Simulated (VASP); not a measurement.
# SrO (Fm-3m) in VASP: further runs, part 2 of 2

VASP 6.6.1.

## Step 3: Single point, PBE

This run uses another cell than the first one, of 17.17 Å³/atom.

File INCAR:

```
ALGO = Normal ; EDIFF = 1E-7
ENCUT = 520 ; GGA = PE
ISIF = 2 ; ISMEAR = 0
LASPH = True ; LCHARG = False
LREAL = False ; LWAVE = False
NBANDS = 15 ; NELM = 100
PREC = Accurate ; SIGMA = 0.01
```

File KPOINTS:

```
k-points
0
Gamma
  8 8 8
```

File POSCAR:

```
SrO
1.0
    0.0000000000      2.5798927168      2.5798927168
    2.5798927168      0.0000000000      2.5798927168
    2.5798927168      2.5798927168      0.0000000000
Sr O
1 1
Direct
    0.5000000000      0.5000000000      0.5000000000
    0.0000000000      0.0000000000      0.0000000000
```

Potentials or basis: VASP PAW PBE potentials, release 64 (Sr_sv, O).

Started as:

```bash
$ cat potpaw_PBE.64/Sr_sv/POTCAR potpaw_PBE.64/O/POTCAR > POTCAR
$ mpirun -np 1 vasp_std > vasp.out
```

OUTCAR:

```text
EDIFF = 1E-7
   ENCUT = 520
   GGA = PE
   ISIF = 2
   ISMEAR = 0
   LASPH = True
   LREAL = False
   NELM = 100
   PREC = Accurate

 ion  position               nearest neighbor table
   1  0.500  0.500  0.500-   2 2.58   2 2.58   2 2.58   2 2.58   2 2.58   2 2.58
   2  0.000  0.000  0.000-   1 2.58   1 2.58   1 2.58   1 2.58   1 2.58   1 2.58

  LATTYP: Found a face centered cubic cell.
 ALAT       =     5.1597854336

  Lattice vectors:

 A1 = (   0.0000000000,   2.5798927168,   2.5798927168)
 A2 = (   2.5798927168,   0.0000000000,   2.5798927168)
 A3 = (   2.5798927168,   2.5798927168,   0.0000000000)

Analysis of symmetry for initial positions (statically):
=====================================================================
 Subroutine PRICEL returns:
 Original cell was already a primitive cell.

 Routine SETGRP: Setting up the symmetry group for a
 face centered cubic supercell.

 Subroutine GETGRP returns: Found 48 space group operations
 (whereof 48 operations were pure point group operations)
 out of a pool of 48 trial point group operations.

The static configuration has the point symmetry O_h .

Analysis of symmetry for dynamics (positions and initial velocities):
[... 177 lines left out ...]
     10       7.8024      0.00000
     11       7.8024      0.00000
     12       7.8024      0.00000
     13       9.9463      0.00000
     14       9.9463      0.00000
[... 401 lines left out ...]
      2     -14.6533      2.00000
      3     -12.8338      2.00000
      4     -12.6800      2.00000
      5     -11.6226      2.00000
      6       0.0528      2.00000
      7       0.7600      2.00000
      8       0.8330      2.00000
      9       7.9444      0.00000
     10       8.3061      0.00000
     11      10.8323      0.00000
     12      11.0413      0.00000
     13      13.1074      0.00000
     14      14.4302      0.00000
     15      14.8392      0.00000

 [... further k-points ...]

------------------------ aborting loop because EDIFF is reached ----------------------------------------

  FORCE on cell =-STRESS in cart. coord.  units (eV):
  Direction    XX          YY          ZZ          XY          YZ          ZX
  --------------------------------------------------------------------------------------
  -------------------------------------------------------------------------------------
  Total        0.5058934      0.5058934      0.5058934      0.0000000     -0.0000000     -0.0000000
  in kB       23.6012326     23.6012326     23.6012326      0.0000000     -0.0000000     -0.0000000
  external PRESSURE =      23.6012326 kB  Pullay stress =       0.0000000 kB

 VOLUME and BASIS-vectors are now :
 -----------------------------------------------------------------------------
  energy-cutoff  :      520.00
  volume of cell :       34.34
      direct lattice vectors                 reciprocal lattice vectors
     0.000000000  2.579892717  2.579892717    -0.193806509  0.193806509  0.193806509
     2.579892717  0.000000000  2.579892717     0.193806509 -0.193806509  0.193806509
     2.579892717  2.579892717  0.000000000     0.193806509  0.193806509 -0.193806509

 POSITION                                       TOTAL-FORCE (eV/Angst)
 -----------------------------------------------------------------------------------
      2.57989      2.57989      2.57989         0.000000      0.000000      0.000000
      0.00000      0.00000      0.00000         0.000000     -0.000000     -0.000000
 -----------------------------------------------------------------------------------
    total drift:                                0.000000      0.000000      0.000000

  FREE ENERGIE OF THE ION-ELECTRON SYSTEM (eV)
  ---------------------------------------------------
  free  energy   TOTEN  =       -12.0479123629 eV

  energy  without entropy=      -12.0479123629  energy(sigma->0) =      -12.04791236
```

OSZICAR:

```text
N       E                     dE             d eps       ncg     rms          rms(c)
DAV:   1     0.622514432338E+02    0.62251E+02   -0.78236E+03   870   0.100E+03
DAV:   2    -0.105587589544E+02   -0.72810E+02   -0.67506E+02  1188   0.218E+02
DAV:   3    -0.142046500276E+02   -0.36459E+01   -0.36304E+01  1302   0.407E+01
DAV:   4    -0.142486270983E+02   -0.43977E-01   -0.43969E-01  1085   0.388E+00
DAV:   5    -0.142490850061E+02   -0.45791E-03   -0.45791E-03  1115   0.288E-01    0.161E+01
DAV:   6    -0.121996225430E+02    0.20495E+01   -0.67022E+00   884   0.194E+01    0.190E+01
DAV:   7    -0.120567426025E+02    0.14288E+00   -0.30188E-01  1010   0.487E+00    0.110E+01
DAV:   8    -0.120459394523E+02    0.10803E-01   -0.11910E-01  1101   0.345E+00    0.420E-01
DAV:   9    -0.120472861604E+02   -0.13467E-02   -0.58791E-03  1106   0.485E-01    0.233E-01
DAV:  10    -0.120477445275E+02   -0.45837E-03   -0.43604E-04   968   0.196E-01    0.868E-02
DAV:  11    -0.120478941227E+02   -0.14960E-03   -0.14934E-04   912   0.901E-02    0.275E-02
DAV:  12    -0.120479126735E+02   -0.18551E-04   -0.27916E-05   940   0.387E-02    0.233E-02
DAV:  13    -0.120479126480E+02    0.25435E-07   -0.15840E-06   954   0.110E-02    0.332E-03
DAV:  14    -0.120479123698E+02    0.27820E-06   -0.14012E-07  1089   0.283E-03    0.225E-03
DAV:  15    -0.120479123629E+02    0.69676E-08   -0.86167E-09   519   0.885E-04
   1 F= -.12047912E+02 E0= -.12047912E+02  d E =-.243983E-11
```

stdout:

```text
POSCAR found type information on POSCAR SrO
 POSCAR found :  2 types and       2 ions
 scaLAPACK will be used
 LDA part: xc-table for (Slater+PW92), standard interpolation
 POSCAR, INCAR and KPOINTS ok, starting setup
 FFT: planning ... GRIDC
 FFT: planning ... GRID_SOFT
 FFT: planning ... GRID
 WAVECAR not read
 entering main loop
```

Run time: 8.8 s. Hardware: 1 thread of Intel Xeon 6975P-C (Granite Rapids), shared host; peak memory 0.16 GiB.

Results:

| Quantity | Value |
| --- | --- |
| Free energy | -12.0479 eV |
| Pressure | 2.4 GPa |
| Band gap on the k mesh | 3.27 eV (least direct gap 3.37 eV) |

Levels at points of the mesh, in eV from the valence-band top:
```
           k point  band 4  band 5  band 6  band 7  band 8  band 9  band 10  band 11  band 12  band 13
(0.00, 0.00, 0.00)  -14.07  -14.07    0.00    0.00    0.00    3.91     6.19     6.19     6.19     8.33
(0.50, 0.00, 0.00)  -14.15  -12.89   -2.15   -1.12   -1.12    6.51     8.37     8.79     8.79    11.81
(0.50, 0.50, 0.00)  -14.43  -14.43   -0.45   -0.09   -0.09    3.27     7.73    10.11    10.29    11.01
```

## Step 4: Single point, PBE

This run uses another cell than the first one, of 17.52 Å³/atom.

File INCAR:

```
SYSTEM = SrO
  ALGO = Normal
  EDIFF = 1E-6
  ENCUT = 520
  GGA = PE
  ISIF = 2
  ISMEAR = 0
  LASPH = .True.
  LCHARG = .False.
  LREAL = .False.
  LWAVE = .False.
  NBANDS = 15
  NELM = 60
  PREC = Accurate
  SIGMA = 0.01
```

File KPOINTS:

```
k-points
0
Gamma
  8 8 8
  0 0 0
```

File POSCAR:

```
SrO
1.0
    0.0000000000      2.5973730414      2.5973730414
    2.5973730414      0.0000000000      2.5973730414
    2.5973730414      2.5973730414      0.0000000000
Sr O
1 1
Direct
    0.5000000000      0.5000000000      0.5000000000
    0.0000000000      0.0000000000      0.0000000000
```

Started as:

```bash
$ cat potpaw_PBE.64/Sr_sv/POTCAR potpaw_PBE.64/O/POTCAR > POTCAR
$ mpirun -np 1 vasp_std > vasp.out
```

Run time: 7.3 s. Hardware: 1 thread of Intel Xeon 6975P-C (Granite Rapids), shared host; peak memory 0.16 GiB.

The run converged. Its results:

```
Free energy            : -12.0546 eV
Pressure               : 0.5 GPa
Band gap on the k mesh : 3.28 eV (least direct gap 3.39 eV)
```

Levels at points of the mesh, in eV from the valence-band top:
```tsv
k point	band 4	band 5	band 6	band 7	band 8	band 9	band 10	band 11	band 12	band 13
(0.00, 0.00, 0.00)	-14.17	-14.17	0.00	0.00	0.00	3.77	6.14	6.14	6.14	8.24
(0.50, 0.00, 0.00)	-14.24	-12.99	-2.11	-1.08	-1.08	6.42	8.21	8.67	8.67	11.62
(0.50, 0.50, 0.00)	-14.50	-14.50	-0.48	-0.11	-0.11	3.28	7.57	9.97	10.11	10.84
```

A k mesh can miss the band edges. Expect the measured gap to be larger: semilocal functionals such as PBE lack the derivative discontinuity.

## Step 5: Single point, PBE (17.00 Å³/atom)

This run uses another cell than the first one, of 17.00 Å³/atom.

File INCAR:

```
PREC     = Accurate       # precision mode
ENCUT    = 520            # plane-wave cutoff, eV
EDIFF    = 1E-6           # SCF threshold, eV
ISMEAR   = 0              # smearing method
SIGMA    = 0.01           # smearing width, eV
LREAL    = False          # projectors in reciprocal space
LASPH    = True           # aspherical terms in the spheres
NELM     = 60             # most SCF steps
ALGO     = Normal         # electronic algorithm
ISIF     = 2              # what is computed and relaxed
LWAVE    = False          # write WAVECAR
LCHARG   = False          # write CHGCAR
GGA      = PE             # functional
NBANDS   = 15             # bands
```

File KPOINTS:

```
Automatic mesh
0
Gamma
  8 8 8
```

File POSCAR:

```
SrO
1.0
    0.0000000000      2.5711351562      2.5711351562
    2.5711351562      0.0000000000      2.5711351562
    2.5711351562      2.5711351562      0.0000000000
Sr O
1 1
Direct
    0.5000000000      0.5000000000      0.5000000000
    0.0000000000      0.0000000000      0.0000000000
```

Started as:

```bash
$ cat potpaw_PBE.64/Sr_sv/POTCAR potpaw_PBE.64/O/POTCAR > POTCAR
$ mpirun -np 1 vasp_std > vasp.out
```

Run time: 7.6 s. Hardware: 1 thread of Intel Xeon 6975P-C (Granite Rapids), shared host; peak memory 0.16 GiB.

The run converged. Its results:

```
Free energy            : -12.0415 eV
Pressure               : 3.4 GPa
Band gap on the k mesh : 3.26 eV (least direct gap 3.35 eV)
```

Levels at points of the mesh, in eV from the valence-band top:
```
           k point  band 6  band 7  band 8  band 9  band 10  band 11
(0.00, 0.00, 0.00)    0.00    0.00    0.00    3.98     6.21     6.21
(0.50, 0.00, 0.00)   -2.17   -1.14   -1.14    6.55     8.46     8.85
(0.50, 0.50, 0.00)   -0.43   -0.09   -0.09    3.26     7.80    10.17
```

Caveat: the cell stands under pressure.

## Step 6: Single point, PBE (18.05 Å³/atom)

This run uses another cell than the first one, of 18.05 Å³/atom.

File INCAR:

```
SYSTEM = SrO
PREC = Accurate
ENCUT = 520
EDIFF = 1E-6
ISMEAR = 0
SIGMA = 0.01
LREAL = .FALSE.
LASPH = .TRUE.
NELM = 80
ALGO = Normal
ISIF = 2
LWAVE = .FALSE.
LCHARG = .TRUE.
GGA = PE
LELF = .TRUE.
LVHAR = .TRUE.
NBANDS = 15
```

File KPOINTS:

```
Automatic mesh
0
G
  8 8 8
  0 0 0
```

File POSCAR:

```
SrO
1.0
    0.0000000000      2.6230912787      2.6230912787
    2.6230912787      0.0000000000      2.6230912787
    2.6230912787      2.6230912787      0.0000000000
Sr O
1 1
Direct
    0.5000000000      0.5000000000      0.5000000000
    0.0000000000      0.0000000000      0.0000000000
```

Potentials or basis: VASP PAW PBE potentials, release 64 (Sr_sv, O).

Started as:

```bash
$ cat potpaw_PBE.64/Sr_sv/POTCAR potpaw_PBE.64/O/POTCAR > POTCAR
$ mpirun -np 1 vasp_std > vasp.out
```

Run time: 7.6 s. Hardware: 1 thread of Intel Xeon 6975P-C (Granite Rapids), shared host; peak memory 0.16 GiB.

The run converged. Its results:

- Free energy: -12.0506 eV
- Pressure: -1.9 GPa
- Band gap on the k mesh: 3.29 eV (least direct gap 3.41 eV)

Levels at points of the mesh, in eV from the valence-band top:
```csv
k point,band 5,band 6,band 7,band 8,band 9,band 10,band 11,band 12
"(0.00, 0.00, 0.00)",-14.30,0.00,0.00,0.00,3.57,6.07,6.07,6.07
"(0.50, 0.00, 0.00)",-13.13,-2.06,-1.03,-1.03,6.29,7.98,8.50,8.50
"(0.50, 0.50, 0.00)",-14.60,-0.53,-0.12,-0.12,3.29,7.36,9.78,9.85
```

## Step 7: Overview

| cell | gap on the mesh (eV) | pressure (GPa) |
| --- | --- | --- |
| a = 3.598 Å, angles 60.0°, 2 atoms | 3.24 | 6.7 |
| a = 3.649 Å, angles 60.0°, 2 atoms | 3.27 | 2.4 |
| a = 3.673 Å, angles 60.0°, 2 atoms | 3.28 | 0.5 |
| a = 3.636 Å, angles 60.0°, 2 atoms | 3.26 | 3.4 |
| a = 3.710 Å, angles 60.0°, 2 atoms | 3.29 | -1.9 |

Alike in all rows: task single point; level PBE; potentials or basis VASP PAW PBE potentials, release 64 (Sr_sv, O); no spin polarisation; k mesh 8 × 8 × 8; cutoff (eV) 520; smearing gaussian 0.01 eV.

Caveats: the cell stands under pressure (at least some runs).

Absolute energies hang on the potentials; compare differences alone.
